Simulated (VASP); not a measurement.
# SiGe (P6_3mc) in VASP: a series of runs

The runs below take SiGe through single point, with r2SCAN.

Everything below comes from runs of VASP 6.6.1. Logs are shortened: lines on timing, memory, paths and dates and some standing lists are left out, and cuts for length are marked.

**1. The cell of the first run**

Symmetry: P6_3mc, No. 186, hexagonal system. Conventional cell: a = 3.904 Å, b = 3.904 Å, c = 6.290 Å, α = 90.00°, β = 90.00°, γ = 120.00°. Si (site symmetry 3m) has 4 Ge at 2.35 to 2.39 Å within 3.1 Å. Ge (site symmetry 3m) has 4 Si at 2.35 to 2.39 Å within 3.1 Å.

**2. Single point, r2SCAN (strain +0.000 along x and y, -0.025 along z)**

Input file POSCAR:

```
SiGe
1.0
    3.9044512986      0.0000000000      0.0000000000
   -1.9522256493      3.3813540124      0.0000000000
    0.0000000000      0.0000000000      6.2895134250
Si Ge
2 2
Direct
    0.6666666667      0.3333333333      0.8746070000
    0.3333333333      0.6666666667      0.3746070000
    0.6666666667      0.3333333333      0.5003920000
    0.3333333333      0.6666666667      0.0003920000
```

Input file INCAR.step1:

```
SYSTEM = SiGe
ALGO     = Normal         ! electronic algorithm
EDIFF    = 1E-4           ! SCF threshold, eV
ENCUT    = 520            ! plane-wave cutoff, eV
GGA      = PE             ! functional
ISMEAR   = 0              ! smearing method
LASPH    = .TRUE.         ! aspherical terms in the spheres
LCHARG   = .FALSE.        ! write CHGCAR
LREAL    = .FALSE.        ! projectors in reciprocal space
LWAVE    = .TRUE.         ! write WAVECAR
NBANDS   = 26             ! bands
NELM     = 100            ! most SCF steps
PREC     = Accurate       ! precision mode
SIGMA    = 0.05           ! smearing width, eV
```

Input file INCAR.step2:

```
SYSTEM = SiGe
ALGO     = Normal         ! electronic algorithm
EDIFF    = 1E-6           ! SCF threshold, eV
ENCUT    = 520            ! plane-wave cutoff, eV
ISIF     = 2              ! what is computed and relaxed
ISMEAR   = 0              ! smearing method
ISTART   = 1            
LASPH    = .TRUE.         ! aspherical terms in the spheres
LCHARG   = .FALSE.        ! write CHGCAR
LMIXTAU  = .TRUE.       
LREAL    = .FALSE.        ! projectors in reciprocal space
LWAVE    = .FALSE.        ! write WAVECAR
METAGGA  = R2SCAN         ! meta-GGA
NBANDS   = 26             ! bands
NELM     = 100            ! most SCF steps
PREC     = Accurate       ! precision mode
SIGMA    = 0.05           ! smearing width, eV
```

Input file KPOINTS:

```
k-points
0
G
  12 12 4
  0 0 0
```

Potentials or basis: VASP PAW PBE potentials, release 64 (Si, Ge_d).

On the command line:

```
> cat potpaw_PBE.64/Si/POTCAR potpaw_PBE.64/Ge_d/POTCAR > POTCAR
> cp INCAR.step1 INCAR
> mpirun -np 1 vasp_std > vasp.out
> cp INCAR.step2 INCAR
> mpirun -np 1 vasp_std > vasp.out
```

OUTCAR:

```text
SYSTEM = SiGe
   EDIFF = 1E-6
   ENCUT = 520
   ISIF = 2
   ISMEAR = 0
   ISTART = 1
   LASPH = .TRUE.
   LREAL = .FALSE.
   METAGGA = R2SCAN
   NELM = 100
   PREC = Accurate

 ion  position               nearest neighbor table
   1  0.667  0.333  0.875-   3 2.35   4 2.39   4 2.39   4 2.39
   2  0.333  0.667  0.375-   4 2.35   3 2.39   3 2.39   3 2.39
   3  0.667  0.333  0.500-   1 2.35   2 2.39   2 2.39   2 2.39
   4  0.333  0.667  0.000-   2 2.35   1 2.39   1 2.39   1 2.39

  LATTYP: Found a hexagonal cell.
 ALAT       =     3.9044512986
 C/A-ratio  =     1.6108571843

  Lattice vectors:

 A1 = (   3.9044512986,   0.0000000000,   0.0000000000)
 A2 = (  -1.9522256493,   3.3813540124,   0.0000000000)
 A3 = (   0.0000000000,   0.0000000000,   6.2895134250)

Analysis of symmetry for initial positions (statically):
=====================================================================
 Subroutine PRICEL returns:
 Original cell was already a primitive cell.

 Routine SETGRP: Setting up the symmetry group for a
 hexagonal supercell.

 Subroutine GETGRP returns: Found 12 space group operations
 (whereof  6 operations were pure point group operations)
 out of a pool of 24 trial point group operations.

The static configuration has the point symmetry C_3v.
 The point group associated with its full space group is C_6v.

Analysis of symmetry for dynamics (positions and initial velocities):
=====================================================================
 Subroutine PRICEL returns:
 Original cell was already a primitive cell.

 Routine SETGRP: Setting up the symmetry group for a
 hexagonal supercell.

 Subroutine GETGRP returns: Found 12 space group operations
 (whereof  6 operations were pure point group operations)
 out of a pool of 24 trial point group operations.

The dynamic configuration has the point symmetry C_3v.
 The point group associated with its full space group is C_6v.

 Subroutine INISYM returns: Found 12 space group operations
 (whereof  6 operations are pure point group operations),
 and found     1 'primitive' translations

----------------------------------------------------------------------------------------

                                     Primitive cell

  volume of cell :      83.0362

  direct lattice vectors                    reciprocal lattice vectors
     3.904451299  0.000000000  0.000000000     0.256117934  0.147869758  0.000000000
    -1.952225649  3.381354012  0.000000000     0.000000000  0.295739516  0.000000000
     0.000000000  0.000000000  6.289513425     0.000000000  0.000000000  0.158994811

  length of vectors
     3.904451299  3.904451299  6.289513425     0.295739516  0.295739516  0.158994811

  position of ions in fractional coordinates (direct lattice)
     0.666666667  0.333333333  0.874607000
     0.333333333  0.666666667  0.374607000
     0.666666667  0.333333333  0.500392000
     0.333333333  0.666666667  0.000392000

  ion indices of the primitive-cell ions
   primitive index   ion index
                 1           1
                 2           2
                 3           3
                 4           4

----------------------------------------------------------------------------------------

 KPOINTS: k-points

Automatic generation of k-mesh.
 Grid dimensions read from file:
 generate k-points for:   12   12    4

 Generating k-lattice:

  Cartesian coordinates                     Fractional coordinates (reciprocal lattice)
     0.021343161  0.012322480  0.000000000     0.083333333  0.000000000  0.000000000
     0.000000000  0.024644960  0.000000000     0.000000000  0.083333333  0.000000000
     0.000000000  0.000000000  0.039748703     0.000000000  0.000000000  0.250000000

  Length of vectors
     0.024644960  0.024644960  0.039748703

  Shift w.r.t. Gamma in fractional coordinates (k-lattice)
     0.000000000  0.000000000  0.000000000

 Subroutine IBZKPT returns following result:
 ===========================================

 Found     57 irreducible k-points:

 Following reciprocal coordinates:
            Coordinates               Weight
  0.000000  0.000000  0.000000      1.000000
  0.083333  0.000000  0.000000      6.000000
  0.166667  0.000000  0.000000      6.000000
  0.250000  0.000000  0.000000      6.000000
  0.333333  0.000000  0.000000      6.000000
  0.416667  0.000000  0.000000      6.000000
[... 16 lines left out ...]
  0.250000  0.000000  0.250000     12.000000
  0.333333  0.000000  0.250000     12.000000
 [... further k-points ...]
   k-points           NKPTS =     57   k-points in BZ     NKDIM =     57   number of bands    NBANDS=     26
   number of dos      NEDOS =    301   number of ions     NIONS =      4
   total plane-waves  NPLWV =  43200
   dimension x,y,z NGX =    30 NGY =   30 NGZ =   48
   dimension x,y,z NGXF=    60 NGYF=   60 NGZF=   96
   ions per type =               2   2
   NGX,Y,Z   is equivalent  to a cutoff of  12.77, 12.77, 12.69 a.u.
   NGXF,Y,Z  is equivalent  to a cutoff of  25.55, 25.55, 25.37 a.u.
 SYSTEM =  SiGe
   PREC   = accura    normal or accurate (medium, high low for compatibility)
   ISTART =      1    job   : 0-new  1-cont  2-samecut
   ICHARG =      0    charge: 1-file 2-atom 10-const
   ISPIN  =      1    spin polarized calculation?
   LNONCOLLINEAR =      F non collinear calculations
   LSORBIT =      F    spin-orbit coupling
   LASPH  =      T    aspherical Exc in radial PAW
   ENCUT  =  520.0 eV  38.22 Ry    6.18 a.u.   7.26  7.26 11.69*2*pi/ulx,y,z
   NELM   =    100;   NELMIN=  2; NELMDL=  0     # of ELM steps
   EDIFF  = 0.1E-05   stopping-criterion for ELM
   LREAL  =      F    real-space projection
   EDIFFG = 0.1E-04   stopping-criterion for IOM
   NSW    =      0    number of steps for IOM
   IBRION =     -1    ionic relax: 0-MD 1-quasi-New 2-CG
   NFREE  =      0    steps in history (QN), initial steepest desc. (CG)
   ISIF   =      2    stress and relaxation
   ISYM   =      2    0-nonsym 1-usesym 2-fastsym
   POTIM  = 0.5000    time-step for ionic-motion
   TEBEG  =    0.0;   TEEND  =   0.0 temperature during run
   PSTRESS=    0.0 pullay stress
   NELECT =      36.0000    total number of electrons
   NUPDOWN=      -1.0000    fix difference up-down
   EMIN   =  10.00;   EMAX   =-10.00  energy-range for DOS
   EFERMI =   0.00;   METHOD = LEGACY
   ISMEAR =     0;   SIGMA  =   0.05  broadening in eV -4-tet -1-fermi 0-gaus
   EFERMI_NEDOS =   21; number of points for ismear=-14 and -15
   IALGO  =     38    algorithm
   IMIX   =      4    mixing-type and parameters
     AMIX     =   0.40;   BMIX     =  1.00
     AMIX_MAG =   1.60;   BMIX_MAG =  1.00
  volume/ion in A,a.u.               =      20.76       140.09
  Fermi-wavevector in a.u.,A,eV,Ry     =   1.239043  2.341452 20.888044  1.535228
  Thomas-Fermi vector in A             =   2.373543
   LORBIT       =      0    0 simple, 1 ext, 2 COOP (PROOUT), +10 PAW based schemes
   METAGGA = R2SCAN    functional components
   LHFCALC =     F    Hartree Fock is set to
   AEXX    =    0.0000 exact exchange contribution
   IVDW    =     0    specifies the selected vdW correction
   LEPSILON=     F    determine dielectric tensor
   LRPA    =     F    only Hartree local field effects (RPA)
 non-spin polarized calculation
 Gauss-broadening in eV      SIGMA  =   0.05
  energy-cutoff  :      520.00
  volume of cell :       83.04
 maximum number of plane-waves:      2273
 NGX is ok and might be reduce to    30
   NGX = 15   NGY = 15   NGZ = 23

 number of electron      36.0000013 magnetization

 Free energy of the ion-electron system (eV)
  ---------------------------------------------------
  ext. energy  EPLUGINS =         0.00000000
  ---------------------------------------------------
  free energy    TOTEN  =       -45.13391702 eV

  energy without entropy =      -45.13391702  energy(sigma->0) =      -45.13391702

 E-fermi :   6.0260     XC(G=0): -10.4921

 val. band max:        5.7495253511   @ k =   0.0000   0.0000   0.0000
 cond. band min:       6.2422487495   @ k =   0.5000   0.0000   0.0000
 fundamental gap:      0.4927233983
 Fermi energy:         6.0260224290

 k-point     1 :       0.0000    0.0000    0.0000
  band No.  band energies     occupation
      1     -19.5085      2.00000
      2     -19.5078      2.00000
      3     -19.5015      2.00000
      4     -19.5015      2.00000
      5     -19.4979      2.00000
      6     -19.4979      2.00000
[... 18 lines left out ...]
     25      10.3757      0.00000
     26      12.5601      0.00000

 k-point     2 :       0.0833    0.0000    0.0000
  band No.  band energies     occupation
      1     -19.5084      2.00000
      2     -19.5074      2.00000
      3     -19.5016      2.00000
      4     -19.5010      2.00000
      5     -19.4977      2.00000
      6     -19.4974      2.00000
[... 18 lines left out ...]
     25      10.7073      0.00000
     26      12.0142      0.00000

 k-point     3 :       0.1667    0.0000    0.0000
  band No.  band energies     occupation
      1     -19.5086      2.00000
      2     -19.5064      2.00000
      3     -19.5019      2.00000
      4     -19.4998      2.00000
      5     -19.4971      2.00000
      6     -19.4959      2.00000
[... 18 lines left out ...]
     25      11.4233      0.00000
     26      11.5768      0.00000

 k-point     4 :       0.2500    0.0000    0.0000
  band No.  band energies     occupation
      1     -19.5093      2.00000
      2     -19.5051      2.00000
      3     -19.5021      2.00000
      4     -19.4984      2.00000
      5     -19.4960      2.00000
      6     -19.4940      2.00000
[... 18 lines left out ...]
     25      12.6454      0.00000
     26      12.8099      0.00000
[... 496 lines left out ...]
      1     -19.5084      2.00000
      2     -19.5070      2.00000
      3     -19.5010      2.00000
      4     -19.4993      2.00000
      5     -19.4978      2.00000
      6     -19.4965      2.00000
[... 18 lines left out ...]
     25      11.0642      0.00000
     26      12.4238      0.00000

 k-point    23 :       0.2500    0.0000    0.2500
  band No.  band energies     occupation
      1     -19.5090      2.00000
      2     -19.5065      2.00000
      3     -19.5006      2.00000
      4     -19.4977      2.00000
      5     -19.4967      2.00000
      6     -19.4946      2.00000
[... 18 lines left out ...]
     25      12.1940      0.00000
     26      12.3894      0.00000

 k-point    24 :       0.3333    0.0000    0.2500
  band No.  band energies     occupation
      1     -19.5098      2.00000
      2     -19.5064      2.00000
      3     -19.4998      2.00000
      4     -19.4963      2.00000
      5     -19.4953      2.00000
      6     -19.4928      2.00000
[... 18 lines left out ...]
     25      13.3644      0.00000
     26      13.4224      0.00000

 [... further k-points ...]

------------------------ aborting loop because EDIFF is reached ----------------------------------------

  FORCE on cell =-STRESS in cart. coord.  units (eV):
  Direction    XX          YY          ZZ          XY          YZ          ZX
  --------------------------------------------------------------------------------------
  -------------------------------------------------------------------------------------
  Total        0.1521845      0.1521845      3.3558285      0.0000000      0.0000000      0.0000000
  in kB        2.9363875      2.9363875     64.7504270      0.0000000      0.0000000      0.0000000
  external PRESSURE =      23.5410673 kB  Pullay stress =       0.0000000 kB

 VOLUME and BASIS-vectors are now :
 -----------------------------------------------------------------------------
  energy-cutoff  :      520.00
  volume of cell :       83.04
      direct lattice vectors                 reciprocal lattice vectors
     3.904451299  0.000000000  0.000000000     0.256117934  0.147869758  0.000000000
    -1.952225649  3.381354012  0.000000000     0.000000000  0.295739516  0.000000000
     0.000000000  0.000000000  6.289513425     0.000000000  0.000000000  0.158994811

 POSITION                                       TOTAL-FORCE (eV/Angst)
 -----------------------------------------------------------------------------------
      1.95223      1.12712      5.50085         0.000000      0.000000      0.267326
     -0.00000      2.25424      2.35610         0.000000     -0.000000      0.267326
      1.95223      1.12712      3.14722        -0.000000      0.000000     -0.267326
     -0.00000      2.25424      0.00247         0.000000     -0.000000     -0.267326
 -----------------------------------------------------------------------------------
    total drift:                               -0.000000     -0.000000      0.002972

  FREE ENERGIE OF THE ION-ELECTRON SYSTEM (eV)
  ---------------------------------------------------
  free  energy   TOTEN  =       -45.1339170175 eV

  energy  without entropy=      -45.1339170175  energy(sigma->0) =      -45.13391702
```

It took 2.9 min on 1 thread of Intel Xeon 6975P-C (Granite Rapids), shared host; peak memory 0.27 GiB.

Results:

```
Free energy            : -45.1339 eV
Pressure               : 2.4 GPa
Largest force          : 0.267 eV/Å
Band gap on the k mesh : 0.49 eV (least direct gap 0.56 eV)
```

Forces on the atoms (eV/Å):
```
Si   0.000  0.000  0.267
Si   0.000  0.000  0.267
Ge   0.000  0.000 -0.267
Ge   0.000  0.000 -0.267
```

Caveat: the cell differs from its parent crystal (strain +0.000 along x and y, -0.025 along z); the PAW data sets were made with another functional, which shifts forces and pressure a little.

**3. Single point, r2SCAN (strain -0.025 along x and y, +0.025 along z)**

Input file POSCAR:

```
SiGe
1.0
    3.8068400161      0.0000000000      0.0000000000
   -1.9034200081      3.2968201621      0.0000000000
    0.0000000000      0.0000000000      6.6120525750
Si Ge
2 2
Direct
    0.6666666667      0.3333333333      0.8746070000
    0.3333333333      0.6666666667      0.3746070000
    0.6666666667      0.3333333333      0.5003920000
    0.3333333333      0.6666666667      0.0003920000
```

Input file INCAR.step1:

```
PREC = Accurate
ENCUT = 520
ISMEAR = 0
SIGMA = 0.05
LREAL = F
LASPH = T
NELM = 60
NBANDS = 26
GGA = PE
ALGO = Normal
EDIFF = 1E-4
LWAVE = T
LCHARG = F
```

Input file INCAR.step2:

```
PREC = Accurate
ENCUT = 520
EDIFF = 1E-6
ISMEAR = 0
SIGMA = 0.05
LREAL = F
LASPH = T
NELM = 60
ALGO = Normal
ISIF = 2
LWAVE = F
LCHARG = F
METAGGA = R2SCAN
LMIXTAU = T
NBANDS = 26
ISTART = 1
```

Input file KPOINTS:

```
Automatic mesh
0
Gamma
  12 12 4
```

Potentials or basis: VASP PAW PBE potentials, release 64 (Si, Ge_d).

On the command line:

```
> cat potpaw_PBE.64/Si/POTCAR potpaw_PBE.64/Ge_d/POTCAR > POTCAR
> cp INCAR.step1 INCAR
> mpirun -np 1 vasp_std > vasp.out
> cp INCAR.step2 INCAR
> mpirun -np 1 vasp_std > vasp.out
```

Wall time 2.5 min (1 thread of Intel Xeon 6975P-C (Granite Rapids), shared host); peak memory 0.26 GiB.

The run converged. Its results:

```yaml
Free_energy: -45.0634 eV
Pressure: 2.6 GPa
Largest_force: 0.493 eV/Å
Band_gap_on_the_k_mesh: 0.75 eV (least direct gap 1.28 eV)
```

Forces in eV/Å, atoms in the order of the input:
```
Si   0.000  0.000 -0.493
Si   0.000  0.000 -0.493
Ge   0.000  0.000  0.493
Ge   0.000  0.000  0.493
```

Stress tensor (GPa, compression positive):
```
 6.30  0.00  0.00
 0.00  6.30  0.00
 0.00  0.00 -4.69
```

Levels at points of the mesh, in eV from the valence-band top:
```tsv
k point	band 15	band 16	band 17	band 18	band 19	band 20	band 21	band 22
(0.00, 0.00, 0.00)	-1.44	-0.45	0.00	0.00	1.28	1.42	2.51	2.51
(0.50, 0.00, 0.00)	-4.97	-3.24	-3.12	-1.75	0.84	2.29	3.40	3.82
(0.00, 0.00, 0.50)	-0.86	-0.86	-0.86	-0.86	2.10	2.10	3.50	3.50
(0.50, 0.00, 0.50)	-2.92	-2.92	-2.63	-2.63	0.84	0.84	1.97	1.97
```

Caveat: the cell differs from its parent crystal (strain -0.025 along x and y, +0.025 along z); the PAW data sets were made with another functional, which shifts forces and pressure a little. A k mesh can miss the band edges.
